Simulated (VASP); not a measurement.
Here is a VASP 6.6.1 calculation.

INCAR

```
SYSTEM = W
ALGO = Normal
EDIFF = 1E-6
EDIFFG = -0.005
ENCUT = 600
GGA = PE
IBRION = 2
ISIF = 3
ISMEAR = -1
LASPH = .TRUE.
LCHARG = .FALSE.
LREAL = .FALSE.
LWAVE = .FALSE.
NELM = 60
NSW = 32
PREC = Accurate
PSTRESS = 490.0
SIGMA = 0.08
```

Contents of KPOINTS:

```
k-points
0
G
  18 18 18
  0 0 0
```

POSCAR

```
W
1.0
   -1.5270753167      1.5270753167      1.5270753167
    1.5270753167     -1.5270753167      1.5270753167
    1.5270753167      1.5270753167     -1.5270753167
W
1
Direct
    0.0000000000      0.0000000000      0.0000000000
```

Potentials or basis: VASP PAW PBE potentials, release 64 (W_sv).

Run with:

```console
$ cat potpaw_PBE.64/W_sv/POTCAR > POTCAR
$ mpirun -np 1 vasp_std > vasp.out
```

Task: Estimate the relaxed volume.

Result: 14.28 Å³/atom.

Task: Predict the band gap on the k mesh.

Result: Zero (band 7 reaches 18.98 eV, above the bottom of band 8 at 11.59 eV).

Task: Predict the space group after relaxing (to 0.05 Å).

Result: Im-3m (No. 229).

Task: Estimate the relaxed cell.

Result: a = 2.647 Å, b = 2.647 Å, c = 2.647 Å, α = 109.47°, β = 109.47°, γ = 109.47°.

Final structure:
```
W
1.0
    -1.52843    1.52843    1.52843
     1.52843   -1.52843    1.52843
     1.52843    1.52843   -1.52843
W
1
Direct
  0.00000 0.00000 0.00000
```

Caveat: the cell is relaxed towards a set pressure, so the enthalpy falls and the energy may rise; spin-orbit coupling is left out, which moves the levels of the heavy elements.
